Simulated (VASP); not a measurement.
Crystal: Zr3SiO.

```
CELL_PARAMETERS angstrom
3.27719 0.00000 0.00000
0.00000 3.27719 0.00000
0.00000 0.00000 7.28723
ATOMIC_POSITIONS crystal
Zr 0.00000 0.00000 0.00000
Zr 0.00000 0.00000 0.33849
Zr 0.00000 0.00000 0.66151
Si 0.50000 0.50000 0.50000
O 0.50000 0.50000 0.00000
```

The cell was built from a structure type or drawn by symmetry, and may not be a known phase.

| Item | Value |
| --- | --- |
| Program | VASP 6.6.1 |
| Task | relaxation of cell and atoms |
| Functional | PBE |
| Potentials or basis | VASP PAW PBE potentials, release 64 (Zr_sv, Si, O) |
| Cutoff | 600 eV |
| k mesh | 6 × 6 × 4 |
| Occupations | gaussian, width 0.1 eV |
| Spin | no spin polarisation |

At the start: pressure 27.5 GPa; volume 15.65 Å³/atom.

Problem. Where does the relaxation end?

Solution. Over 15 steps the energy falls by 725.3 meV/atom and the volume is 18.69 Å³/atom (+19.4 %); space group P4/mmm (No. 123, to 0.1 Å) before and after.

Step by step:
```tsv
step	energy change (eV)	largest force (eV/Å)	pressure (GPa)	volume (Å³)
1	0.0000	1.0143	27.47	78.26
2	-1.6867	1.3285	-14.42	111.83
3	-2.2101	0.8255	-5.46	98.92
4	-3.0101	0.7215	-0.24	95.38
5	-3.1869	2.0474	4.82	92.88
6	-2.3817	3.0280	22.76	87.00
7	-3.1810	2.2264	6.23	92.32
8	-3.4468	0.6068	0.14	97.17
9	-3.4774	0.9562	1.18	96.11
10	-3.5394	0.7154	-1.29	96.89
11	-3.5483	0.5621	-2.70	97.37
12	-3.5955	0.3979	-1.30	95.29
13	-3.6075	0.2338	0.06	93.53
14	-3.6226	0.1177	0.16	93.50
15	-3.6265	0.0173	0.29	93.47
```

Final structure:
```
Zr Si O
1.0
     3.06733    0.00000    0.00000
     0.00000    3.06733    0.00000
     0.00000    0.00000    9.93424
Zr Si O
3 1 1
Direct
  0.00000 0.00000 0.00000
  0.00000 0.00000 0.32244
  0.00000 0.00000 0.67756
  0.50000 0.50000 0.50000
  0.50000 0.50000 0.00000
```

Caveat: the volume moved by over 15 % at a fixed basis, so the end points are rough.
